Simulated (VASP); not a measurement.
# C62N (a cell with a defect) in VASP: a series of runs, part 2 of 2

VASP 6.6.1.

## (4) Single point, PBE

File INCAR:

```
  ALGO = Normal
  EDIFF = 1E-6
  ENCUT = 520
  GGA = PE
  ISIF = 2
  ISMEAR = 0
  LASPH = T
  LCHARG = F
  LREAL = Auto
  LWAVE = F
  NBANDS = 164
  NELECT = 254.0
  NELM = 80
  PREC = Accurate
  SIGMA = 0.05
```

File KPOINTS:

```
k-points
0
Gamma
  2 2 2
```

File POSCAR:

```
C62N
1.0
    7.1400000000      0.0000000000      0.0000000000
    0.0000000000      7.1400000000      0.0000000000
    0.0000000000      0.0000000000      7.1400000000
C N
62 1
Direct
    0.5003075630      0.0000747899     -0.0000673669
    0.6242357143      0.1255222689      0.1253796919
    0.7496970588      0.2497572829     -0.0003981793
    0.8747593838      0.3754557423      0.1252836134
    0.7496964986     -0.0002557423      0.2496152661
    0.8747584034      0.1254242297      0.3753131653
    0.0000827731      0.0007042017      0.0005620448
    0.1239627451      0.1279855742      0.1278435574
    0.2491211485      0.2512617647      0.0013994398
    0.3723991597      0.3764198880      0.1278408964
    0.4996803922      0.5003000000      0.0005596639
    0.6245840336      0.6250382353      0.1235310924
    0.7513158263      0.7490669468     -0.0016196078
    0.8753446779      0.8757984594      0.1235317927
    0.2491207283      0.0015417367      0.2511196078
    0.3723970588      0.1279851541      0.3762774510
    0.4988407563      0.2512614846      0.2511189076
    0.6257191877      0.3752296919      0.3750876751
    0.7513630252      0.5008774510      0.2503962185
    0.8673995798      0.6329826331      0.3653689076
    0.4996784314      0.0007036415      0.5001575630
    0.6245836134      0.1236736695      0.6248959384
    0.7513630252      0.2505378151      0.5007344538
    0.8674028011      0.3655113445      0.6328379552
    0.7513154062     -0.0014774510      0.7489249300
    0.8753445378      0.1236735294      0.8756565826
    0.0006970588      0.4996852941     -0.0004102241
    0.1249275910      0.6256226891      0.1252829132
    0.2506252101      0.7506858543     -0.0003977591
    0.3748599440      0.8761470588      0.1253801120
   -0.0044098039      0.2517631653      0.2516224090
    0.2486218487      0.5047918768      0.2516176471
    0.3749565826      0.6256224090      0.3753127451
    0.5006376751      0.7506857143      0.2496154062
    0.6243861345      0.8759957983      0.3748775910
    0.0006964986     -0.0002686275      0.4995436975
    0.1249271709      0.1254240896      0.6254813725
    0.2486183473      0.2517619048      0.5046495798
    0.3749563025      0.3754554622      0.6254803922
    0.5006501401      0.4996851541      0.4995431373
    0.6272773109      0.6236124650      0.6234698880
    0.7528410364      0.7475415966      0.4971585434
    0.8767696078      0.8731051821      0.6234707283
    0.2506253501     -0.0002558824      0.7505439776
    0.3748605042      0.1255222689      0.8760046218
    0.5006380952      0.2497574230      0.7505431373
    0.6243880952      0.3750203081      0.8758519608
    0.7528429972      0.4973009804      0.7473971989
    0.8767701681      0.6236128852      0.8729631653
   -0.0004945378      0.7490189076      0.2503963585
    0.1251521008      0.8746627451      0.3750880952
    0.1348704482      0.6329831933      0.6328417367
    0.2498432773      0.7490187675      0.5007348739
    0.3767085434      0.8757983193      0.6248957983
   -0.0004941176      0.2505378151      0.7488767507
    0.1251526611      0.3752296919      0.8745208683
    0.2498436975      0.5008774510      0.7488771709
    0.3767092437      0.6250380952      0.8756558824
    0.5018602241      0.7490668067      0.7489243697
    0.6259854342      0.8743969188      0.8742547619
    0.0030815126      0.7475424370      0.7474001401
    0.1253626050      0.8759963585      0.8758543417
    0.1001515406      0.4002163866      0.4000834734
```

Potentials or basis: VASP PAW PBE potentials, release 64 (C, N).

Run with:

```bash
cat potpaw_PBE.64/C/POTCAR potpaw_PBE.64/N/POTCAR > POTCAR
mpirun -np 1 vasp_std > vasp.out
```

OUTCAR:

```text
EDIFF = 1E-6
   ENCUT = 520
   GGA = PE
   ISIF = 2
   ISMEAR = 0
   LASPH = T
   LREAL = Auto
   NELECT = 254.0
   NELM = 80
   PREC = Accurate

 ion  position               nearest neighbor table
   1  0.500  0.000  1.000-  45 1.55   2 1.55  30 1.55  60 1.55
   2  0.624  0.126  0.125-   1 1.55   3 1.55   5 1.55  17 1.55
   3  0.750  0.250  1.000-  47 1.54   2 1.55  26 1.55   4 1.55
   4  0.875  0.375  0.125-  31 1.53  19 1.54  27 1.55   3 1.55
   5  0.750  1.000  0.250-  35 1.54   2 1.55  14 1.55   6 1.55
   6  0.875  0.125  0.375-  31 1.53  23 1.54  36 1.55   5 1.55
[... 43 lines left out ...]
  50  1.000  0.749  0.250-  20 1.50  28 1.54  51 1.55  14 1.56
  51  0.125  0.875  0.375-  36 1.54  15 1.55  53 1.55  50 1.55
  52  0.135  0.633  0.633-  61 1.49  57 1.50  53 1.50
  53  0.250  0.749  0.501-  52 1.50  33 1.54  51 1.55  54 1.56
  54  0.377  0.876  0.625-  21 1.54  44 1.55  59 1.55  53 1.56
  55  1.000  0.251  0.749-  24 1.50  37 1.54  56 1.55  26 1.56
  56  0.125  0.375  0.875-  27 1.54   9 1.55  57 1.55  55 1.55
  57  0.250  0.501  0.749-  52 1.50  39 1.54  56 1.55  58 1.56
  58  0.377  0.625  0.876-  11 1.54  29 1.55  59 1.55  57 1.56
  59  0.502  0.749  0.749-  60 1.54  58 1.55  54 1.55  41 1.55
  60  0.626  0.874  0.874-  25 1.54  59 1.54  13 1.54   1 1.55
  61  0.003  0.748  0.747-  52 1.49  49 1.55  43 1.55  62 1.56
  62  0.125  0.876  0.876-  44 1.54  29 1.54   7 1.54  61 1.56
  63  0.100  0.400  0.400-  31 1.67  38 1.67  32 1.67

  LATTYP: Found a simple cubic cell.
 ALAT       =     7.1400000000

  Lattice vectors:

 A1 = (   7.1400000000,   0.0000000000,   0.0000000000)
 A2 = (   0.0000000000,   7.1400000000,   0.0000000000)
 A3 = (   0.0000000000,   0.0000000000,   7.1400000000)

Analysis of symmetry for initial positions (statically):
=====================================================================
 Subroutine PRICEL returns:
 Original cell was already a primitive cell.

 Routine SETGRP: Setting up the symmetry group for a
 simple cubic supercell.

 Subroutine GETGRP returns: Found  2 space group operations
[... 247 lines left out ...]
   GGA     = PE    functional components
   LHFCALC =     F    Hartree Fock is set to
   AEXX    =    0.0000 exact exchange contribution
   IVDW    =     0    specifies the selected vdW correction
   LEPSILON=     F    determine dielectric tensor
   LRPA    =     F    only Hartree local field effects (RPA)
 non-spin polarized calculation
 Gauss-broadening in eV      SIGMA  =   0.05
  energy-cutoff  :      520.00
  volume of cell :      363.99
 maximum number of plane-waves:      9808
 NGX is ok and might be reduce to    54
   NGX = 27   NGY = 27   NGZ = 27

 number of electron     253.9999994 magnetization

 Free energy of the ion-electron system (eV)
  ---------------------------------------------------
  ext. energy  EPLUGINS =         0.00000000
  ---------------------------------------------------
  free energy    TOTEN  =      -552.91620130 eV

  energy without entropy =     -552.90493760  energy(sigma->0) =     -552.91056945

 E-fermi :  11.3553     XC(G=0): -13.1839

 val. band max:       11.3366952542   @ k =   0.0000   0.5000   0.0000
 cond. band min:      11.5155440234   @ k =   0.5000   0.5000   0.5000
 fundamental gap:      0.1788487693
 Fermi energy:        11.3552774483

 k-point     1 :       0.0000    0.0000    0.0000
  band No.  band energies     occupation
      1     -12.0056      2.00000
      2      -9.8105      2.00000
      3      -9.8104      2.00000
      4      -9.7755      2.00000
      5      -9.7580      2.00000
      6      -9.7579      2.00000
[... 841 lines left out ...]
    138      15.4292      0.00000
    139      15.4313      0.00000
 [bands above 139 left out]

------------------------ aborting loop because EDIFF is reached ----------------------------------------

  FORCE on cell =-STRESS in cart. coord.  units (eV):
  Direction    XX          YY          ZZ          XY          YZ          ZX
  --------------------------------------------------------------------------------------
  -------------------------------------------------------------------------------------
  Total       16.1764122     16.1690783     16.1764122      0.9434159     -0.9434159      0.9481961
  in kB       71.2029769     71.1706956     71.2029769      4.1525908     -4.1525906      4.1736316
  external PRESSURE =      71.1922164 kB  Pullay stress =       0.0000000 kB

 VOLUME and BASIS-vectors are now :
 -----------------------------------------------------------------------------
  energy-cutoff  :      520.00
  volume of cell :      363.99
      direct lattice vectors                 reciprocal lattice vectors
     7.140000000  0.000000000  0.000000000     0.140056022  0.000000000  0.000000000
     0.000000000  7.140000000  0.000000000     0.000000000  0.140056022  0.000000000
     0.000000000  0.000000000  7.140000000     0.000000000  0.000000000  0.140056022

 POSITION                                       TOTAL-FORCE (eV/Angst)
 -----------------------------------------------------------------------------------
      3.57220      0.00053      7.13952        -0.010559      0.000128      0.010559
      4.45704      0.89623      0.89521         0.019075     -0.008802     -0.007530
      5.35284      1.78327      7.13716         0.040261      0.036426      0.103020
      6.24578      2.68075      0.89452        -0.000836      0.127725      0.056107
      5.35283      7.13817      1.78225         0.039458      0.101978      0.034042
      6.24578      0.89553      2.67974        -0.001403      0.059019      0.128687
[... 55 lines left out ...]
      0.89509      6.25461      6.25360        -0.091856      0.116369      0.119029
      0.71508      2.85755      2.85660         3.849895     -3.848093     -3.849895
 -----------------------------------------------------------------------------------
    total drift:                               -0.312846     -0.032078     -0.265372

  FREE ENERGIE OF THE ION-ELECTRON SYSTEM (eV)
  ---------------------------------------------------
  free  energy   TOTEN  =      -552.9162012998 eV

  energy  without entropy=     -552.9049376018  energy(sigma->0) =     -552.91056945
```

OSZICAR:

```text
N       E                     dE             d eps       ncg     rms          rms(c)
DAV:   1     0.862215822422E+03    0.86222E+03   -0.13670E+05  1968   0.152E+03
DAV:   2    -0.500643459045E+03   -0.13629E+04   -0.13035E+04  2400   0.293E+02
DAV:   3    -0.571910366849E+03   -0.71267E+02   -0.70544E+02  2392   0.646E+01
DAV:   4    -0.573513246791E+03   -0.16029E+01   -0.15961E+01  2464   0.959E+00
DAV:   5    -0.573551609001E+03   -0.38362E-01   -0.38306E-01  2400   0.149E+00    0.311E+01
DAV:   6    -0.557730198643E+03    0.15821E+02   -0.12077E+01  2256   0.871E+00    0.184E+01
DAV:   7    -0.552878224209E+03    0.48520E+01   -0.14256E+01  2256   0.914E+00    0.454E+00
DAV:   8    -0.552909823953E+03   -0.31600E-01   -0.59990E-01  2336   0.234E+00    0.147E+00
DAV:   9    -0.552915479131E+03   -0.56552E-02   -0.81000E-02  2360   0.742E-01    0.365E-01
DAV:  10    -0.552916095547E+03   -0.61642E-03   -0.84162E-03  2448   0.251E-01    0.192E-01
DAV:  11    -0.552916134864E+03   -0.39318E-04   -0.57714E-03  2424   0.133E-01    0.136E-01
DAV:  12    -0.552916121132E+03    0.13733E-04   -0.11307E-03  2384   0.644E-02    0.524E-02
DAV:  13    -0.552916187028E+03   -0.65896E-04   -0.11593E-04  2408   0.334E-02    0.189E-02
DAV:  14    -0.552916198651E+03   -0.11623E-04   -0.22634E-05  2368   0.153E-02    0.666E-03
DAV:  15    -0.552916200923E+03   -0.22711E-05   -0.67962E-06  2368   0.742E-03    0.239E-03
DAV:  16    -0.552916201300E+03   -0.37723E-06   -0.54373E-07  1344   0.220E-03
   1 F= -.55291620E+03 E0= -.55291057E+03  d E =-.112637E-01
```

Wall time 20 min (1 thread of AMD EPYC 7R13 (Zen 3), shared host); peak memory 0.49 GiB.

Results:

| Quantity | Value |
| --- | --- |
| Free energy | -552.9162 eV |
| Largest force | 6.667 eV/Å |

Forces on the atoms (eV/Å):
```
C   -0.011  0.000  0.011
C    0.019 -0.009 -0.008
C    0.040  0.036  0.103
C   -0.001  0.128  0.056
C    0.039  0.102  0.034
C   -0.001  0.059  0.129
C    0.001  0.116  0.120
C    0.051 -0.036 -0.036
C   -0.007  0.009 -0.022
C    0.034 -0.052 -0.034
C   -0.118 -0.003  0.118
C   -0.023  0.005  0.034
C   -0.013  0.015  0.041
C   -0.004  0.023  0.033
C   -0.010 -0.020  0.010
C    0.036 -0.036 -0.051
C    0.022  0.009  0.007
C   -0.006  0.021  0.020
C    0.050  0.065  0.167
C   -0.471  0.471  0.207
C   -0.120  0.116 -0.001
C   -0.022  0.035  0.003
C    0.049  0.169  0.064
C   -0.471  0.205  0.471
C   -0.014  0.045  0.014
C   -0.003  0.035  0.022
C   -0.036  0.032  0.002
C   -0.127 -0.001  0.056
C   -0.036 -0.039  0.105
C    0.008 -0.018 -0.008
C    0.631  0.614  0.614
C   -0.614 -0.630  0.614
C   -0.056 -0.001  0.127
C   -0.105 -0.039  0.036
C   -0.119  0.116  0.092
C   -0.035 -0.002  0.035
C   -0.129  0.059  0.001
C   -0.614  0.614 -0.631
C   -0.056  0.128  0.001
C   -0.002  0.032  0.036
C   -0.051  0.043  0.043
C   -0.165  0.164 -0.016
C   -0.043  0.051  0.043
C   -0.034  0.102 -0.039
C    0.008 -0.009 -0.019
C   -0.103  0.036 -0.040
C   -0.118  0.092  0.118
C   -0.162 -0.013  0.162
C   -0.043  0.043  0.051
C   -0.063 -0.047  0.166
C   -0.021  0.006  0.021
C   -0.207  0.471  0.471
C   -0.166 -0.047  0.063
C   -0.033  0.023  0.004
C   -0.064  0.169 -0.049
C   -0.020  0.021  0.006
C   -0.167  0.065 -0.050
C   -0.034  0.005  0.023
C   -0.041  0.015  0.013
C   -0.005  0.002  0.005
C    0.016  0.164  0.165
C   -0.092  0.116  0.119
N    3.850 -3.848 -3.850
```

Levels at points of the mesh, in eV from the Fermi level:
| k point | band 124 | band 125 | band 126 | band 127 | band 128 | band 129 | band 130 | band 131 |
| --- | --- | --- | --- | --- | --- | --- | --- | --- |
| (0.00, 0.00, 0.00) | -2.52 | -2.52 | -0.76 | 0.38 | 0.38 | 1.99 | 2.37 | 2.37 |
| (0.50, 0.00, 0.00) | -3.68 | -3.23 | -0.97 | -0.06 | -0.02 | 2.11 | 2.27 | 2.98 |
| (0.00, 0.50, 0.00) | -3.68 | -3.23 | -0.97 | -0.06 | -0.02 | 2.11 | 2.27 | 2.98 |
| (0.50, 0.50, 0.00) | -2.77 | -2.74 | -1.01 | -0.12 | 0.17 | 2.94 | 3.52 | 3.55 |
| (0.50, 0.00, 0.50) | -2.77 | -2.74 | -1.01 | -0.12 | 0.17 | 2.94 | 3.52 | 3.55 |
| (0.50, 0.50, 0.50) | -3.67 | -3.67 | -0.81 | 0.16 | 0.16 | 2.59 | 3.42 | 3.42 |

Caveat: the k points lie up to 0.44 Å⁻¹ apart; the cell carries a net charge on a neutralising background, which shifts energy and pressure; the cell is charged against a uniform background, so pressure and absolute levels hang on convention.
